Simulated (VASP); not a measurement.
# Mg3Zn2O (R-3m) in VASP: further runs

Runs on Mg3Zn2O. Level: PBE. Tasks: single point.

Program: VASP 6.6.1. These are calculated values, not measurements. Logs are shortened: lines on timing, memory, paths and dates and some standing lists are left out, and cuts for length are marked.

## (1) The cell of the first run

The structure is trigonal, space group R-3m (No. 166). Conventional cell: a = 5.245 Å, b = 5.245 Å, c = 11.114 Å, α = 90.00°, β = 90.00°, γ = 120.00°. Mg (site symmetry 2/m) has 2 O at 2.39 Å and 4 Mg at 2.62 Å and 6 Zn at 2.73 to 2.99 Å within 3.2 Å. Zn (site symmetry 3m) has 9 Mg at 2.73 to 2.99 Å and 4 Zn at 2.87 to 3.14 Å and 3 O at 3.06 Å within 3.6 Å. O (site symmetry -3m) has 6 Mg at 2.39 Å and 6 Zn at 3.06 Å within 3.2 Å.

The cell was built from a structure type or drawn by symmetry, and may not be a known phase.

## (2) Single point, PBE, collinear spin, ferromagnetic start

File INCAR:

```
PREC     = Accurate       # precision mode
ENCUT    = 520            # plane-wave cutoff, eV
EDIFF    = 1E-6           # SCF threshold, eV
ISMEAR   = 0              # smearing method
SIGMA    = 0.1            # smearing width, eV
LREAL    = False          # projectors in reciprocal space
LASPH    = True           # aspherical terms in the spheres
NELM     = 150            # most SCF steps
ALGO     = Normal         # electronic algorithm
ISIF     = 2              # what is computed and relaxed
LWAVE    = False          # write WAVECAR
LCHARG   = False          # write CHGCAR
ISPIN    = 2              # spin polarisation
MAGMOM   = 0 0 0 0 0 1    # initial moments
LORBIT   = 11             # projections on sites
GGA      = PE             # functional
NBANDS   = 31             # bands
```

File KPOINTS:

```
regular mesh
0
Gamma
  6 6 6
```

File POSCAR:

```
Mg3Zn2O
1.0
    2.6222914700      1.5139806900      3.7045569000
   -2.6222914700      1.5139806900      3.7045569000
    0.0000000000     -3.0279613800      3.7045569000
Mg Zn O
3 2 1
Direct
    0.0000000000      0.0000000000      0.5000000000
    0.0000000000      0.5000000000      0.0000000000
    0.5000000000      0.0000000000      0.0000000000
    0.6293433300      0.6293433300      0.6293433300
    0.3706566700      0.3706566700      0.3706566700
    0.0000000000      0.0000000000      0.0000000000
```

Potentials or basis: VASP PAW PBE potentials, release 64 (Mg, Zn, O).

Launch:

```
cat potpaw_PBE.64/Mg/POTCAR potpaw_PBE.64/Zn/POTCAR potpaw_PBE.64/O/POTCAR > POTCAR
mpirun -np 1 vasp_std > vasp.out
```

OUTCAR:

```text
PREC = Accurate
   ENCUT = 520
   EDIFF = 1E-6
   ISMEAR = 0
   LREAL = False
   LASPH = True
   NELM = 150
   ISIF = 2
   ISPIN = 2
   LORBIT = 11
   GGA = PE

 ion  position               nearest neighbor table
   1  0.000  0.000  0.500-   6 2.39   6 2.39   3 2.62   2 2.62   2 2.62   3 2.62   4 2.73   5 2.73
                             4 2.99   5 2.99   4 2.99   5 2.99
   2  0.000  0.500  0.000-   6 2.39   6 2.39   3 2.62   3 2.62   1 2.62   1 2.62   4 2.73   5 2.73
                             4 2.99   5 2.99   4 2.99   5 2.99
   3  0.500  0.000  0.000-   6 2.39   6 2.39   2 2.62   2 2.62   1 2.62   1 2.62   4 2.73   5 2.73
                             5 2.99   4 2.99   5 2.99   4 2.99
   4  0.629  0.629  0.629-   2 2.73   3 2.73   1 2.73   5 2.87   1 2.99   1 2.99   2 2.99   3 2.99
                             3 2.99   2 2.99
   5  0.371  0.371  0.371-   2 2.73   3 2.73   1 2.73   4 2.87   1 2.99   1 2.99   2 2.99   3 2.99
                             2 2.99   3 2.99
   6  0.000  0.000  0.000-   2 2.39   3 2.39   2 2.39   3 2.39   1 2.39   1 2.39

  LATTYP: Found a trigonal (rhomboedric) cell.
 ALAT       =     4.7845890047
 COS(alpha) =     0.3992377345

  Lattice vectors:

 A1 = (   2.6222914700,   1.5139806900,   3.7045569000)
 A2 = (  -2.6222914700,   1.5139806900,   3.7045569000)
 A3 = (   0.0000000000,  -3.0279613800,   3.7045569000)

Analysis of symmetry for initial positions (statically):
=====================================================================
 Subroutine PRICEL returns:
 Original cell was already a primitive cell.

 Routine SETGRP: Setting up the symmetry group for a
 trigonal (rhombohedral) supercell.

 Subroutine GETGRP returns: Found 12 space group operations
 (whereof 12 operations were pure point group operations)
 out of a pool of 12 trial point group operations.

The static configuration has the point symmetry D_3d.

Analysis of symmetry for dynamics (positions and initial velocities):
=====================================================================
 Subroutine PRICEL returns:
 Original cell was already a primitive cell.

 Routine SETGRP: Setting up the symmetry group for a
 trigonal (rhombohedral) supercell.

 Subroutine GETGRP returns: Found 12 space group operations
 (whereof 12 operations were pure point group operations)
 out of a pool of 12 trial point group operations.

The dynamic configuration has the point symmetry D_3d.

Analysis of structural, dynamic, and magnetic symmetry:
=====================================================================
 Subroutine PRICEL returns:
 Original cell was already a primitive cell.

 Routine SETGRP: Setting up the symmetry group for a
 trigonal (rhombohedral) supercell.
[... 154 lines left out ...]

 Free energy of the ion-electron system (eV)
  ---------------------------------------------------
  ext. energy  EPLUGINS =         0.00000000
  ---------------------------------------------------
  free energy    TOTEN  =       -13.32944763 eV

  energy without entropy =      -13.32204453  energy(sigma->0) =      -13.32574608

 E-fermi :   4.0313     XC(G=0): -10.3660

 val. band max:        4.0000505498   @ k =   0.5000   0.5000   0.1667
 cond. band min:       4.0350924526   @ k =  -0.3333   0.1667   0.0000
 fundamental gap:      0.0350419029
 Fermi energy:         4.0313438747

 spin component 1

 k-point     1 :       0.0000    0.0000    0.0000
  band No.  band energies     occupation
      1     -13.9958      1.00000
      2      -4.2560      1.00000
      3      -3.7393      1.00000
      4      -3.7393      1.00000
      5      -3.6405      1.00000
      6      -3.6405      1.00000
[... 781 lines left out ...]
     29      12.9570      0.00000
     30      13.8399      0.00000

 [... further k-points ...]

 spin component 2

 k-point     1 :       0.0000    0.0000    0.0000
  band No.  band energies     occupation
      1     -13.9956      1.00000
      2      -4.2560      1.00000
      3      -3.7393      1.00000
      4      -3.7393      1.00000
      5      -3.6406      1.00000
      6      -3.6406      1.00000
[... 781 lines left out ...]
     29      12.9570      0.00000
     30      13.8399      0.00000

 [... further k-points ...]

 [bands above 30 left out]

------------------------ aborting loop because EDIFF is reached ----------------------------------------

  FORCE on cell =-STRESS in cart. coord.  units (eV):
  Direction    XX          YY          ZZ          XY          YZ          ZX
  --------------------------------------------------------------------------------------
  -------------------------------------------------------------------------------------
  Total        9.7557879      9.7557879    -10.5958824      0.0000000      0.0000000     -0.0000000
  in kB      177.1267336    177.1267345   -192.3795449      0.0000000      0.0000000     -0.0000000
  external PRESSURE =      53.9579744 kB  Pullay stress =       0.0000000 kB

 VOLUME and BASIS-vectors are now :
 -----------------------------------------------------------------------------
  energy-cutoff  :      520.00
  volume of cell :       88.24
      direct lattice vectors                 reciprocal lattice vectors
     2.622291470  1.513980690  3.704556900     0.190672931  0.110085068  0.089979272
    -2.622291470  1.513980690  3.704556900    -0.190672931  0.110085068  0.089979272
     0.000000000 -3.027961380  3.704556900     0.000000000 -0.220170135  0.089979272

 POSITION                                       TOTAL-FORCE (eV/Angst)
 -----------------------------------------------------------------------------------
      0.00000     -1.51398      1.85228        -0.000000     -0.000000     -0.000000
     -1.31115      0.75699      1.85228        -0.000000     -0.000000     -0.000000
      1.31115      0.75699      1.85228        -0.000000     -0.000000     -0.000000
      0.00000      0.00000      6.99431         0.000000     -0.000000     -0.630079
      0.00000      0.00000      4.11936         0.000000      0.000000      0.630079
      0.00000      0.00000      0.00000         0.000000     -0.000000      0.000000
 -----------------------------------------------------------------------------------
    total drift:                                0.000000     -0.000000     -0.000000

  FREE ENERGIE OF THE ION-ELECTRON SYSTEM (eV)
  ---------------------------------------------------
  free  energy   TOTEN  =       -13.3294476279 eV

  energy  without entropy=      -13.3220445331  energy(sigma->0) =      -13.32574608

 total charge

# of ion       s       p       d       tot
------------------------------------------
    1        0.203   0.171   0.033   0.407
    2        0.203   0.171   0.033   0.407
    3        0.203   0.171   0.033   0.407
    4        0.633   0.410   9.700  10.744
    5        0.633   0.410   9.700  10.744
    6        1.580   3.319   0.000   4.899
--------------------------------------------------
tot          3.456   4.652  19.498  27.607

 magnetization (x)

# of ion       s       p       d       tot
------------------------------------------
    1       -0.000  -0.000  -0.000  -0.000
    2       -0.000  -0.000  -0.000  -0.000
    3       -0.000  -0.000  -0.000  -0.000
    4       -0.000   0.000  -0.000   0.000
    5       -0.000   0.000  -0.000   0.000
    6        0.000   0.000   0.000   0.000
--------------------------------------------------
tot          0.000   0.000  -0.000   0.000
```

OSZICAR:

```text
N       E                     dE             d eps       ncg     rms          rms(c)
DAV:   1     0.215918793287E+03    0.21592E+03   -0.15111E+04  3968   0.128E+03
DAV:   2     0.714107173579E+01   -0.20878E+03   -0.19207E+03  3989   0.297E+02
DAV:   3    -0.151028061879E+02   -0.22244E+02   -0.21751E+02  4704   0.903E+01
DAV:   4    -0.156257813096E+02   -0.52298E+00   -0.52195E+00  4486   0.133E+01
DAV:   5    -0.156294653937E+02   -0.36841E-02   -0.36840E-02  4588   0.121E+00    0.105E+01
DAV:   6    -0.136042005564E+02    0.20253E+01   -0.89693E+00  6467   0.454E+01    0.597E+00
DAV:   7    -0.133715165193E+02    0.23268E+00   -0.19718E+00  4457   0.105E+01    0.221E+00
DAV:   8    -0.133341820851E+02    0.37334E-01   -0.38649E-01  4339   0.324E+00    0.617E-01
DAV:   9    -0.133299186139E+02    0.42635E-02   -0.14534E-02  5459   0.961E-01    0.213E-01
DAV:  10    -0.133295422551E+02    0.37636E-03   -0.42852E-03  4476   0.400E-01    0.146E-01
DAV:  11    -0.133295664844E+02   -0.24229E-04   -0.57007E-04  4554   0.146E-01    0.932E-02
DAV:  12    -0.133294684951E+02    0.97989E-04   -0.11707E-04  4789   0.624E-02    0.459E-02
DAV:  13    -0.133294493614E+02    0.19134E-04   -0.18833E-04  4402   0.625E-02    0.140E-02
DAV:  14    -0.133294478239E+02    0.15374E-05   -0.11244E-05  4486   0.204E-02    0.705E-03
DAV:  15    -0.133294476279E+02    0.19601E-06   -0.14612E-06  3270   0.603E-03
   1 F= -.13329448E+02 E0= -.13325746E+02  d E =-.740309E-02  mag=     0.0000
```

It took 65 s on 1 thread of Intel Xeon 6975P-C (Granite Rapids), shared host; peak memory 0.32 GiB.

Results:

```
Free energy                                           : -13.3294 eV
Pressure                                              : 5.4 GPa
Largest force                                         : 0.630 eV/Å
Band gap on the k mesh                                : zero (filled and empty bands overlap)
Net moment                                            : 0.00 μB per cell
Valence electrons inside the program's atomic spheres : Mg 0.41; Zn 10.74; O 4.90
```

Forces on the atoms (eV/Å):
```
Mg   0.000  0.000  0.000
Mg   0.000  0.000  0.000
Mg   0.000  0.000  0.000
Zn   0.000  0.000 -0.630
Zn   0.000  0.000  0.630
O    0.000  0.000  0.000
```

Levels at points of the mesh, in eV from the Fermi level:
Spin up:
```csv
k point,band 16,band 17,band 18,band 19,band 20,band 21
"(0.00, 0.00, 0.00)",-1.24,0.13,0.13,0.30,1.34,1.34
"(0.50, 0.00, 0.00)",-2.56,-1.21,0.10,0.19,1.17,1.50
"(0.50, 0.50, 0.00)",-3.18,-2.14,-0.62,0.59,0.79,4.39
"(0.50, 0.50, 0.50)",-3.29,-1.70,-1.70,-1.49,1.28,3.20
```
Spin down:
| k point | band 15 | band 16 | band 17 | band 18 | band 19 | band 20 | band 21 | band 22 |
| --- | --- | --- | --- | --- | --- | --- | --- | --- |
| (0.00, 0.00, 0.00) | -3.88 | -1.24 | 0.13 | 0.13 | 0.30 | 1.34 | 1.34 | 1.75 |
| (0.50, 0.00, 0.00) | -4.08 | -2.56 | -1.21 | 0.10 | 0.19 | 1.17 | 1.50 | 3.69 |
| (0.50, 0.50, 0.00) | -4.90 | -3.18 | -2.14 | -0.62 | 0.59 | 0.79 | 4.39 | 4.67 |
| (0.50, 0.50, 0.50) | -4.00 | -3.29 | -1.70 | -1.70 | -1.49 | 1.28 | 3.20 | 3.20 |

Caveat: the cell stands under pressure.

## (3) Single point, PBE, collinear spin, ferromagnetic start

This run uses another cell than the first one, of 15.85 Å³/atom.

File INCAR:

```
ALGO = Normal
EDIFF = 1E-6
ENCUT = 520
GGA = PE
ISIF = 2
ISMEAR = 0
ISPIN = 2
LASPH = True
LCHARG = True
LELF = True
LORBIT = 11
LREAL = False
LVHAR = True
LWAVE = False
MAGMOM = 0 0 0 0 0 1
NBANDS = 31
NELM = 150
PREC = Accurate
SIGMA = 0.1
```

File KPOINTS:

```
k-points
0
Gamma
  6 6 6
```

File POSCAR:

```
Mg3Zn2O
1.0
    2.9142154638      1.6825230825      3.2325034824
   -2.9142154638      1.6825230825      3.2325034824
    0.0000000000     -3.3650461650      3.2325034824
Mg Zn O
3 2 1
Direct
    0.0000000000      0.0000000000      0.5000000000
    0.0000000000      0.5000000000      0.0000000000
    0.5000000000      0.0000000000      0.0000000000
    0.6195178738      0.6195178738      0.6195178738
    0.3804821262      0.3804821262      0.3804821262
    0.0000000000      0.0000000000      0.0000000000
```

Potentials or basis: VASP PAW PBE potentials, release 64 (Mg, Zn, O).

Launch:

```
cat potpaw_PBE.64/Mg/POTCAR potpaw_PBE.64/Zn/POTCAR potpaw_PBE.64/O/POTCAR > POTCAR
mpirun -np 1 vasp_std > vasp.out
```

It took 70 s on 1 thread of Intel Xeon 6975P-C (Granite Rapids), shared host; peak memory 0.33 GiB.

It converged, with:

```
Free energy                                           : -15.3095 eV
Pressure                                              : 0.0 GPa
Largest force                                         : 0.032 eV/Å
Band gap on the k mesh                                : zero (filled and empty bands overlap)
Net moment                                            : 0.00 μB per cell
Valence electrons inside the program's atomic spheres : Mg 0.34; Zn 10.84; O 4.93
```

Forces on the atoms (eV/Å):
```
Mg   0.000  0.000  0.000
Mg   0.000  0.000  0.000
Mg   0.000  0.000  0.000
Zn   0.000  0.000  0.032
Zn   0.000  0.000 -0.032
O    0.000  0.000  0.000
```

Levels at points of the mesh, in eV from the Fermi level:
Spin up:
| k point | band 16 | band 17 | band 18 | band 19 | band 20 | band 21 |
| --- | --- | --- | --- | --- | --- | --- |
| (0.00, 0.00, 0.00) | -1.21 | 0.12 | 0.12 | 0.22 | 1.29 | 1.29 |
| (0.50, 0.00, 0.00) | -3.07 | -0.17 | 0.17 | 0.69 | 0.99 | 3.04 |
| (0.50, 0.50, 0.00) | -2.42 | -2.14 | -1.12 | 0.84 | 1.77 | 3.72 |
| (0.50, 0.50, 0.50) | -3.91 | -2.06 | -2.06 | -1.07 | 2.46 | 2.46 |
Spin down:
```csv
k point,band 16,band 17,band 18,band 19,band 20,band 21
"(0.00, 0.00, 0.00)",-1.21,0.12,0.12,0.22,1.29,1.29
"(0.50, 0.00, 0.00)",-3.07,-0.17,0.17,0.69,0.99,3.04
"(0.50, 0.50, 0.00)",-2.42,-2.14,-1.12,0.84,1.77,3.72
"(0.50, 0.50, 0.50)",-3.91,-2.06,-2.06,-1.07,2.46,2.46
```

(Part 1 of 2 ends here.)
